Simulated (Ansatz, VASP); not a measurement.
One calculation of ZnTe3O, two programs

```
Zn Te O
1.0
     3.19691   -5.50934    0.00000
     3.19691    5.50934    0.00000
     0.00000    0.00000    3.53159
Zn Te O
1 3 1
Cartesian
  0.0000 0.0000 0.0000
  1.5985 2.7547 1.7658
  1.5985 -2.7547 1.7658
  3.1969 0.0000 1.7658
  0.0000 0.0000 1.7658
```

Alike in both runs: functional PBE; k mesh 4 × 4 × 6; occupations gaussian, width 0.1 eV; no spin polarisation.

Ansatz relaxed the structure, and its values are those at the end. VASP's run is a single point on that final structure, the one shown.

|  | VASP | Ansatz |
| --- | --- | --- |
| version | VASP 6.6.1 | Ansatz 0.2.0 |
| potentials or method | VASP PAW PBE potentials, release 64 (Zn, Te, O), cutoff 520 eV | scalar-relativistic, plane waves, PAW |
| valence electrons in the cell | 36 | 66 |

```tsv
	VASP	Ansatz	Ansatz less VASP
gap on the k mesh at the Fermi level (eV)	none	none	-
pressure (GPa)	0.1	-0.1	-0.22
```

A gap of «none» marks a metal or a gap that the smearing closes. VASP's potentials hold 36 valence electrons a cell and Ansatz's 66, so a difference there can come from the potentials and not from the codes.

Spin-orbit coupling is off throughout.
